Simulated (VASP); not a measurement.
# BP (F-43m) in VASP: notebook

Runs on BP. Level: LDA. Tasks: single point, relaxation of cell and atoms.

Program: VASP 6.6.1. These are calculated values, not measurements. Logs are shortened: lines on timing, memory, paths and dates and some standing lists are left out, and cuts for length are marked.

## Step 1: The cell of the first run

It takes space group F-43m (No. 216, cubic). Conventional cell: a = 4.204 Å, b = 4.204 Å, c = 4.204 Å, α = 90.00°, β = 90.00°, γ = 90.00°. B (site symmetry -43m) has 4 P at 1.82 Å within 2.4 Å. P (site symmetry -43m) has 4 B at 1.82 Å within 2.4 Å.

## Step 2: Single point, LDA

INCAR reads:

```
PREC = Accurate
ENCUT = 500
EDIFF = 1E-6
ISMEAR = 0
SIGMA = 0.01
LREAL = False
LASPH = True
NELM = 120
ALGO = Normal
ISIF = 2
LWAVE = False
LCHARG = True
LELF = True
LVHAR = True
NBANDS = 11
GGA_COMPAT = False
```

KPOINTS reads:

```
regular mesh
0
Gamma
  10 10 10
```

POSCAR reads:

```
BP
1.0
    0.0000000000      2.1021391087      2.1021391087
    2.1021391087      0.0000000000      2.1021391087
    2.1021391087      2.1021391087      0.0000000000
B P
1 1
Direct
    0.0000000000      0.0000000000      0.0000000000
    0.7500000000      0.7500000000      0.7500000000
```

Potentials or basis: VASP PAW LDA potentials, release 64 (B, P).

On the command line:

```sh
> cat potpaw_LDA.64/B/POTCAR potpaw_LDA.64/P/POTCAR > POTCAR
> mpirun -np 1 vasp_std > vasp.out
```

OUTCAR:

```text
PREC = Accurate
   ENCUT = 500
   EDIFF = 1E-6
   ISMEAR = 0
   LREAL = False
   LASPH = True
   NELM = 120
   ISIF = 2

 ion  position               nearest neighbor table
   1  0.000  0.000  0.000-   2 1.82   2 1.82   2 1.82   2 1.82
   2  0.750  0.750  0.750-   1 1.82   1 1.82   1 1.82   1 1.82

  LATTYP: Found a face centered cubic cell.
 ALAT       =     4.2042782174

  Lattice vectors:

 A1 = (   0.0000000000,   2.1021391087,   2.1021391087)
 A2 = (   2.1021391087,   0.0000000000,   2.1021391087)
 A3 = (   2.1021391087,   2.1021391087,   0.0000000000)

Analysis of symmetry for initial positions (statically):
=====================================================================
 Subroutine PRICEL returns:
 Original cell was already a primitive cell.

 Routine SETGRP: Setting up the symmetry group for a
 face centered cubic supercell.

 Subroutine GETGRP returns: Found 24 space group operations
 (whereof 24 operations were pure point group operations)
 out of a pool of 48 trial point group operations.

The static configuration has the point symmetry T_d .

Analysis of symmetry for dynamics (positions and initial velocities):
=====================================================================
 Subroutine PRICEL returns:
 Original cell was already a primitive cell.

 Routine SETGRP: Setting up the symmetry group for a
 face centered cubic supercell.

 Subroutine GETGRP returns: Found 24 space group operations
 (whereof 24 operations were pure point group operations)
 out of a pool of 48 trial point group operations.

The dynamic configuration has the point symmetry T_d .

 Subroutine INISYM returns: Found 24 space group operations
 (whereof 24 operations are pure point group operations),
 and found     1 'primitive' translations

----------------------------------------------------------------------------------------

                                     Primitive cell

  volume of cell :      18.5787

  direct lattice vectors                    reciprocal lattice vectors
     0.000000000  2.102139109  2.102139109    -0.237852956  0.237852956  0.237852956
     2.102139109  0.000000000  2.102139109     0.237852956 -0.237852956  0.237852956
     2.102139109  2.102139109  0.000000000     0.237852956  0.237852956 -0.237852956

  length of vectors
     2.972873638  2.972873638  2.972873638     0.411973404  0.411973404  0.411973404

  position of ions in fractional coordinates (direct lattice)
     0.000000000  0.000000000  0.000000000
     0.750000000  0.750000000  0.750000000

  ion indices of the primitive-cell ions
   primitive index   ion index
                 1           1
                 2           2

----------------------------------------------------------------------------------------

 KPOINTS: regular mesh

Automatic generation of k-mesh.
 Grid dimensions read from file:
 generate k-points for:   10   10   10

 Generating k-lattice:

  Cartesian coordinates                     Fractional coordinates (reciprocal lattice)
    -0.023785296  0.023785296  0.023785296     0.100000000  0.000000000  0.000000000
     0.023785296 -0.023785296  0.023785296     0.000000000  0.100000000  0.000000000
     0.023785296  0.023785296 -0.023785296     0.000000000  0.000000000  0.100000000

  Length of vectors
     0.041197340  0.041197340  0.041197340

  Shift w.r.t. Gamma in fractional coordinates (k-lattice)
     0.000000000  0.000000000  0.000000000

 Subroutine IBZKPT returns following result:
 ===========================================

 Found     47 irreducible k-points:

 Following reciprocal coordinates:
            Coordinates               Weight
  0.000000  0.000000  0.000000      1.000000
  0.100000  0.000000  0.000000      8.000000
  0.200000  0.000000  0.000000      8.000000
  0.300000  0.000000  0.000000      8.000000
  0.400000  0.000000  0.000000      8.000000
  0.500000  0.000000  0.000000      4.000000
[... 16 lines left out ...]
  0.300000  0.300000  0.000000      6.000000
  0.400000  0.300000  0.000000     24.000000
 [... further k-points ...]
   k-points           NKPTS =     47   k-points in BZ     NKDIM =     47   number of bands    NBANDS=     11
   number of dos      NEDOS =    301   number of ions     NIONS =      2
   total plane-waves  NPLWV =  13824
   dimension x,y,z NGX =    24 NGY =   24 NGZ =   24
   dimension x,y,z NGXF=    48 NGYF=   48 NGZF=   48
   ions per type =               1   1
   NGX,Y,Z   is equivalent  to a cutoff of  13.42, 13.42, 13.42 a.u.
   NGXF,Y,Z  is equivalent  to a cutoff of  26.84, 26.84, 26.84 a.u.
 SYSTEM =  unknown system
   PREC   = accura    normal or accurate (medium, high low for compatibility)
   ISTART =      0    job   : 0-new  1-cont  2-samecut
   ICHARG =      2    charge: 1-file 2-atom 10-const
   ISPIN  =      1    spin polarized calculation?
   LNONCOLLINEAR =      F non collinear calculations
   LSORBIT =      F    spin-orbit coupling
   LASPH  =      T    aspherical Exc in radial PAW
   ENCUT  =  500.0 eV  36.75 Ry    6.06 a.u.   5.42  5.42  5.42*2*pi/ulx,y,z
   NELM   =    120;   NELMIN=  2; NELMDL= -5     # of ELM steps
   EDIFF  = 0.1E-05   stopping-criterion for ELM
   LREAL  =      F    real-space projection
   EDIFFG = 0.1E-04   stopping-criterion for IOM
   NSW    =      0    number of steps for IOM
   IBRION =     -1    ionic relax: 0-MD 1-quasi-New 2-CG
   NFREE  =      0    steps in history (QN), initial steepest desc. (CG)
   ISIF   =      2    stress and relaxation
   ISYM   =      2    0-nonsym 1-usesym 2-fastsym
   POTIM  = 0.5000    time-step for ionic-motion
   TEBEG  =    0.0;   TEEND  =   0.0 temperature during run
   PSTRESS=    0.0 pullay stress
   NELECT =       8.0000    total number of electrons
   NUPDOWN=      -1.0000    fix difference up-down
   EMIN   =  10.00;   EMAX   =-10.00  energy-range for DOS
   EFERMI =   0.00;   METHOD = LEGACY
   ISMEAR =     0;   SIGMA  =   0.01  broadening in eV -4-tet -1-fermi 0-gaus
   EFERMI_NEDOS =   21; number of points for ismear=-14 and -15
   IALGO  =     38    algorithm
   IMIX   =      4    mixing-type and parameters
     AMIX     =   0.40;   BMIX     =  1.00
     AMIX_MAG =   1.60;   BMIX_MAG =  1.00
  volume/ion in A,a.u.               =       9.29        62.69
  Fermi-wavevector in a.u.,A,eV,Ry     =   1.236232  2.336140 20.793376  1.528270
  Thomas-Fermi vector in A             =   2.370849
   LORBIT       =      0    0 simple, 1 ext, 2 COOP (PROOUT), +10 PAW based schemes
   GGA     = CA    functional components
   LHFCALC =     F    Hartree Fock is set to
   AEXX    =    0.0000 exact exchange contribution
   IVDW    =     0    specifies the selected vdW correction
   LEPSILON=     F    determine dielectric tensor
   LRPA    =     F    only Hartree local field effects (RPA)
 non-spin polarized calculation
 Gauss-broadening in eV      SIGMA  =   0.01
  energy-cutoff  :      500.00
  volume of cell :       18.58
 maximum number of plane-waves:       495
 NGX is ok and might be reduce to    24
   NGX = 11   NGY = 11   NGZ = 11

 number of electron       8.0000000 magnetization

 Free energy of the ion-electron system (eV)
  ---------------------------------------------------
  ext. energy  EPLUGINS =         0.00000000
  ---------------------------------------------------
  free energy    TOTEN  =       -13.85954611 eV

  energy without entropy =      -13.85954611  energy(sigma->0) =      -13.85954611

 E-fermi :  10.4051     XC(G=0): -12.0604

 val. band max:       10.3471163578   @ k =   0.0000   0.0000   0.0000
 cond. band min:      11.1938359406   @ k =   0.5000   0.5000   0.0000
 fundamental gap:      0.8467195828
 Fermi energy:        10.4051442080

 k-point     1 :       0.0000    0.0000    0.0000
  band No.  band energies     occupation
      1      -7.1885      2.00000
      2      10.3471      2.00000
      3      10.3471      2.00000
      4      10.3471      2.00000
      5      14.2179      0.00000
      6      14.2179      0.00000
      7      14.2179      0.00000
      8      21.3879      0.00000
      9      23.2843      0.00000
     10      23.2843      0.00000
     11      23.5230      0.00000

 k-point     2 :       0.1000    0.0000    0.0000
  band No.  band energies     occupation
      1      -6.9734      2.00000
      2       8.8864      2.00000
      3      10.0040      2.00000
      4      10.0040      2.00000
      5      14.6996      0.00000
      6      14.6996      0.00000
      7      14.8436      0.00000
      8      21.5570      0.00000
      9      22.4073      0.00000
     10      22.4073      0.00000
     11      24.2366      0.00000

 k-point     3 :       0.2000    0.0000    0.0000
  band No.  band energies     occupation
      1      -6.3331      2.00000
      2       6.2074      2.00000
      3       9.3647      2.00000
      4       9.3647      2.00000
      5      15.4119      0.00000
      6      15.4793      0.00000
      7      15.4793      0.00000
      8      21.6976      0.00000
      9      21.6976      0.00000
     10      21.7526      0.00000
     11      25.2976      0.00000

 k-point     4 :       0.3000    0.0000    0.0000
  band No.  band energies     occupation
      1      -5.2890      2.00000
      2       3.4503      2.00000
      3       8.8163      2.00000
      4       8.8163      2.00000
      5      15.5928      0.00000
      6      15.6390      0.00000
      7      15.6390      0.00000
      8      21.5865      0.00000
      9      22.5537      0.00000
     10      22.5537      0.00000
     11      26.0314      0.00000
[... 239 lines left out ...]
 k-point    22 :      -0.2000    0.2000    0.0000
  band No.  band energies     occupation
      1      -4.9387      2.00000
      2       4.5843      2.00000
      3       5.2993      2.00000
      4       8.9584      2.00000
      5      15.3129      0.00000
      6      16.3334      0.00000
      7      17.7993      0.00000
      8      20.0922      0.00000
      9      20.3290      0.00000
     10      25.7398      0.00000
     11      29.0519      0.00000

 k-point    23 :       0.3000    0.3000    0.0000
  band No.  band energies     occupation
      1      -4.6485      2.00000
      2       5.3905      2.00000
      3       6.4753      2.00000
      4       6.4753      2.00000
      5      11.7159      0.00000
      6      14.0231      0.00000
      7      20.7284      0.00000
      8      20.7284      0.00000
      9      25.9400      0.00000
     10      26.5173      0.00000
     11      30.1866      0.00000

 k-point    24 :       0.4000    0.3000    0.0000
  band No.  band energies     occupation
      1      -3.6340      2.00000
      2       3.7831      2.00000
      3       5.4500      2.00000
      4       6.1313      2.00000
      5      11.9638      0.00000
      6      13.8399      0.00000
      7      21.3213      0.00000
      8      21.5944      0.00000
      9      27.0488      0.00000
     10      27.0971      0.00000
     11      30.9577      0.00000

 [... further k-points ...]

------------------------ aborting loop because EDIFF is reached ----------------------------------------

  FORCE on cell =-STRESS in cart. coord.  units (eV):
  Direction    XX          YY          ZZ          XY          YZ          ZX
  --------------------------------------------------------------------------------------
  -------------------------------------------------------------------------------------
  Total        5.7601294      5.7601294      5.7601294      0.0000000      0.0000000      0.0000000
  in kB      496.7392427    496.7392427    496.7392427      0.0000000      0.0000000      0.0000000
  external PRESSURE =     496.7392427 kB  Pullay stress =       0.0000000 kB

 VOLUME and BASIS-vectors are now :
 -----------------------------------------------------------------------------
  energy-cutoff  :      500.00
  volume of cell :       18.58
      direct lattice vectors                 reciprocal lattice vectors
     0.000000000  2.102139109  2.102139109    -0.237852956  0.237852956  0.237852956
     2.102139109  0.000000000  2.102139109     0.237852956 -0.237852956  0.237852956
     2.102139109  2.102139109  0.000000000     0.237852956  0.237852956 -0.237852956

 POSITION                                       TOTAL-FORCE (eV/Angst)
 -----------------------------------------------------------------------------------
      0.00000      0.00000      0.00000        -0.000000      0.000000     -0.000000
      3.15321      3.15321      3.15321         0.000000     -0.000000      0.000000
 -----------------------------------------------------------------------------------
    total drift:                                0.000000      0.000000      0.000000

  FREE ENERGIE OF THE ION-ELECTRON SYSTEM (eV)
  ---------------------------------------------------
  free  energy   TOTEN  =       -13.8595461113 eV

  energy  without entropy=      -13.8595461113  energy(sigma->0) =      -13.85954611
```

Run time: 12 s. Hardware: 1 thread of Intel Xeon 8259CL, shared host; peak memory 0.12 GiB.

Results:

```yaml
Free_energy: -13.8595 eV
Pressure: 49.7 GPa
Band_gap_on_the_k_mesh: 0.85 eV (least direct gap 3.87 eV)
```

Caveat: the cell stands under pressure. A k mesh can miss the band edges.

## Step 3: Single point, LDA

INCAR reads:

```
SYSTEM = BP
PREC     = Accurate       ! precision mode
ENCUT    = 500            ! plane-wave cutoff, eV
EDIFF    = 1E-6           ! SCF threshold, eV
ISMEAR   = 1              ! smearing method
SIGMA    = 0.05           ! smearing width, eV
LREAL    = .False.        ! projectors in reciprocal space
LASPH    = .True.         ! aspherical terms in the spheres
NELM     = 120            ! most SCF steps
ALGO     = Normal         ! electronic algorithm
ISIF     = 2              ! what is computed and relaxed
LWAVE    = .False.        ! write WAVECAR
LCHARG   = .False.        ! write CHGCAR
GGA      = CA             ! functional
NBANDS   = 11             ! bands
GGA_COMPAT= .False.
```

KPOINTS reads:

```
regular mesh
0
Gamma
  10 10 10
  0 0 0
```

POSCAR is that of step 2.

Potentials or basis: VASP PAW LDA potentials, release 64 (B, P).

On the command line:

```sh
> cat potpaw_LDA.64/B/POTCAR potpaw_LDA.64/P/POTCAR > POTCAR
> mpirun -np 1 vasp_std > vasp.out
```

Run time: 9.5 s. Hardware: 1 thread of Intel Xeon 8259CL, shared host; peak memory 0.12 GiB.

Results (log left out):

* Free energy: -13.8595 eV
* Pressure: 49.7 GPa
* Band gap on the k mesh: 0.85 eV (least direct gap 3.87 eV)

Levels at points of the mesh, in eV from the valence-band top:
| k point | band 1 | band 2 | band 3 | band 4 | band 5 | band 6 | band 7 | band 8 |
| --- | --- | --- | --- | --- | --- | --- | --- | --- |
| (0.00, 0.00, 0.00) | -17.54 | 0.00 | 0.00 | 0.00 | 3.87 | 3.87 | 3.87 | 11.04 |
| (0.50, 0.00, 0.00) | -13.25 | -10.74 | -1.99 | -1.99 | 4.86 | 4.86 | 5.28 | 10.77 |
| (0.50, 0.50, 0.00) | -11.45 | -9.69 | -4.93 | -4.93 | 0.85 | 1.42 | 14.25 | 14.25 |

Caveat: the cell stands under pressure. A k mesh can miss the band edges.

## Step 4: Relaxation of cell and atoms, LDA, target pressure 50 GPa, at which the enthalpy is minimised

This run uses another cell than the first one, of 11.32 Å³/atom.

INCAR reads:

```
ALGO = Normal ; EDIFF = 1E-7
EDIFFG = -0.001 ; ENCUT = 500
GGA = CA ; GGA_COMPAT = F
IBRION = 2 ; ISIF = 3
ISMEAR = 0 ; LASPH = T
LCHARG = F ; LREAL = F
LWAVE = F ; NELM = 120
NELMIN = 4 ; NSW = 80
PREC = Accurate ; PSTRESS = 500.0
SIGMA = 0.01
```

KPOINTS reads:

```
k-points
0
Gamma
  10 10 10
```

POSCAR reads:

```
BP
1.0
    0.0000000000      2.2452319447      2.2452319447
    2.2452319447      0.0000000000      2.2452319447
    2.2452319447      2.2452319447      0.0000000000
B P
1 1
Direct
    0.0000000000      0.0000000000      0.0000000000
    0.7500000000      0.7500000000      0.7500000000
```

On the command line:

```sh
> cat potpaw_LDA.64/B/POTCAR potpaw_LDA.64/P/POTCAR > POTCAR
> mpirun -np 1 vasp_std > vasp.out
```

Wall time 29 s (1 thread of Intel Xeon 8259CL, shared host); peak memory 0.13 GiB.

It converged, with:

```yaml
Free_energy: -13.8558 eV
Relaxed_volume: 9.28 Å³/atom
Relaxed_cell: a = 2.972 Å, b = 2.972 Å, c = 2.972 Å, α = 60.00°, β = 60.00°, γ = 60.00°
Space_group_after_relaxing_to_0.1_Å: F-43m (No. 216)
Energy_change_on_relaxing_the_run_minimises_the_enthalpy: +271.7 meV/atom
Ionic_steps: 5
Pressure_after_relaxing: 50.0 GPa
Band_gap_on_the_k_mesh: 0.84 eV (least direct gap 3.87 eV)
```

The path:
```csv
step,energy change (eV),largest force (eV/Å),pressure (GPa),volume (Å³)
1,0.0000,0.0000,-0.10,22.64
2,5.3132,0.0000,269.62,12.91
3,0.4168,0.0000,42.25,19.00
4,0.5121,0.0000,48.15,18.66
5,0.5433,0.0000,50.01,18.56
```

Final structure:
```xyz
2
Lattice="0.0000 2.1014 2.1014 2.1014 0.0000 2.1014 2.1014 2.1014 0.0000" Properties=species:S:1:pos:R:3 pbc="T T T"
B     0.0000    0.0000    0.0000
P     3.1522    3.1522    3.1522
```

Levels at points of the mesh, in eV from the valence-band top:
```tsv
k point	band 1	band 2	band 3	band 4	band 5	band 6	band 7	band 8
(0.00, 0.00, 0.00)	-17.55	0.00	0.00	0.00	3.87	3.87	3.87	11.06
(0.50, 0.00, 0.00)	-13.26	-10.75	-1.99	-1.99	4.86	4.86	5.28	10.78
(0.50, 0.50, 0.00)	-11.46	-9.70	-4.93	-4.93	0.84	1.42	14.26	14.26
```

Caveat: the cell is relaxed towards a set pressure, so the run minimises the enthalpy, not the energy; the volume moved by over 15 % at a fixed basis, so the end points are rough. Zero-point motion and thermal expansion aren't in these numbers.

## Step 5: Single point, LDA

This run uses another cell than the first one, of 10.29 Å³/atom.

INCAR reads:

```
SYSTEM = BP
PREC = Accurate ; ENCUT = 520
EDIFF = 1E-7 ; ISMEAR = 0
SIGMA = 0.01 ; LREAL = .FALSE.
LASPH = .TRUE. ; NELM = 60
ALGO = Normal ; ISIF = 2
LWAVE = .FALSE. ; LCHARG = .FALSE.
GGA = CA ; NBANDS = 11
```

KPOINTS reads:

```
Automatic mesh
0
G
  10 10 10
  0 0 0
```

POSCAR reads:

```
BP
1.0
    0.0000000000      2.1750191101      2.1750191101
    2.1750191101      0.0000000000      2.1750191101
    2.1750191101      2.1750191101      0.0000000000
B P
1 1
Direct
    0.0000000000      0.0000000000      0.0000000000
    0.7500000000      0.7500000000      0.7500000000
```

On the command line:

```sh
> cat potpaw_LDA.64/B/POTCAR potpaw_LDA.64/P/POTCAR > POTCAR
> mpirun -np 1 vasp_std > vasp.out
```

Wall time 7.1 s (1 thread of Intel Xeon Platinum 8488C (Sapphire Rapids), shared host); peak memory 0.12 GiB.

The run converged. Its results:

```
Free energy            : -14.2811 eV
Pressure               : 19.8 GPa
Band gap on the k mesh : 1.04 eV (least direct gap 3.61 eV)
```

Levels at points of the mesh, in eV from the valence-band top:
```
           k point  band 1  band 2  band 3  band 4  band 5  band 6  band 7  band 8
(0.00, 0.00, 0.00)  -16.55    0.00    0.00    0.00    3.61    3.61    3.61    9.37
(0.50, 0.00, 0.00)  -12.71   -9.95   -1.89   -1.89    4.58    4.77    4.77   10.38
(0.50, 0.50, 0.00)  -11.04   -9.14   -4.56   -4.56    1.06    1.46   13.22   13.22
```

Caveat: the cell stands under pressure.

## Step 6: Overview

```csv
task,cell,cutoff (eV),smearing,gap on the mesh (eV),pressure (GPa)
single point,"a = 2.973 Å, angles 60.0°, 2 atoms",500,gaussian 0.01 eV,0.85,49.7
single point,"a = 2.973 Å, angles 60.0°, 2 atoms",500,methfessel-paxton 0.05 eV,0.85,49.7
relaxation of cell and atoms,"relaxed to 50 GPa from a = 3.175 Å, angles 60.0°, 2 atoms",500,gaussian 0.01 eV,0.84,50.0
single point,"a = 3.076 Å, angles 60.0°, 2 atoms",520,gaussian 0.01 eV,1.04,19.8
```

Alike in all rows: level LDA; potentials or basis VASP PAW LDA potentials, release 64 (B, P); no spin polarisation; k mesh 10 × 10 × 10.

Caveats: the cell stands under pressure (at least some runs); the cell is relaxed towards a set pressure, so the run minimises the enthalpy, not the energy (at least some runs); the volume moved by over 15 % at a fixed basis, so the end points are rough (at least some runs).

Absolute energies hang on the potentials; compare differences alone.
